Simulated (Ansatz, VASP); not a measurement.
Given: the input of a run of Ansatz 0.2.0 on LiCl.

The input input.yaml:

```yaml
crystal:
  lattice:
    - [0.0, 2.5985208441, 2.5985208441]
    - [2.5985208441, 0.0, 2.5985208441]
    - [2.5985208441, 2.5985208441, 0.0]
  atoms:
    - { symbol: Cl, position: [0.5, 0.5, 0.5] }
    - { symbol: Li, position: [0.0, 0.0, 0.0] }
kpoints:
  mp_grid: { grid: [9, 9, 9] }
scf:
  occupations: { method: fermi_dirac, width: 0.05 }
hamiltonian:
  xc: pbe
  pseudopotentials: { kind: all_electron, lapw: { basis_error: 0.0005 } }
output:
  forces: true
  stress: true
  eigenvalues: true
```

Potentials or basis: all-electron LAPW, scalar-relativistic.

Command:

```sh
$ ansatz run input.yaml --threads 1 --pin off --max-ram 3072MiB --backend cpu --events-out ev --progress --plain --runs-dir out
```

Q: Set up the same calculation for VASP 6.6.1. Potentials there: VASP PAW PBE potentials, release 64 (Cl, Li_sv).

A: As run (the cutoff follows the program's own potentials):

Contents of INCAR:

```
SYSTEM = LiCl
ALGO = Normal ; EDIFF = 1E-6
ENCUT = 520 ; GGA = PE
ISIF = 2 ; ISMEAR = -1
LASPH = .True. ; LCHARG = .True.
LELF = .True. ; LREAL = .False.
LVHAR = .True. ; LWAVE = .False.
NBANDS = 12 ; NELM = 60
PREC = Accurate ; SIGMA = 0.05
```

KPOINTS

```
k-points
0
Gamma
  9 9 9
  0 0 0
```

POSCAR

```
LiCl
1.0
    0.0000000000      2.5985208441      2.5985208441
    2.5985208441      0.0000000000      2.5985208441
    2.5985208441      2.5985208441      0.0000000000
Cl Li
1 1
Direct
    0.5000000000      0.5000000000      0.5000000000
    0.0000000000      0.0000000000      0.0000000000
```

Potentials or basis: VASP PAW PBE potentials, release 64 (Cl, Li_sv).

Command:

```bash
$ cat potpaw_PBE.64/Cl/POTCAR potpaw_PBE.64/Li_sv/POTCAR > POTCAR
$ mpirun -np 1 vasp_std > vasp.out
```

Both were run:

|  | VASP | Ansatz | Ansatz less VASP |
| --- | --- | --- | --- |
| gap on the k mesh at the Fermi level (eV) | 6.12 | 6.11 | -0.014 |
| least direct gap on the mesh (eV) | 6.12 | 6.11 | -0.014 |

Ansatz ran all-electron here, and VASP with PAW potentials.

Noted on VASP's run: the cutoff is short for stress, so the pressure is rough.
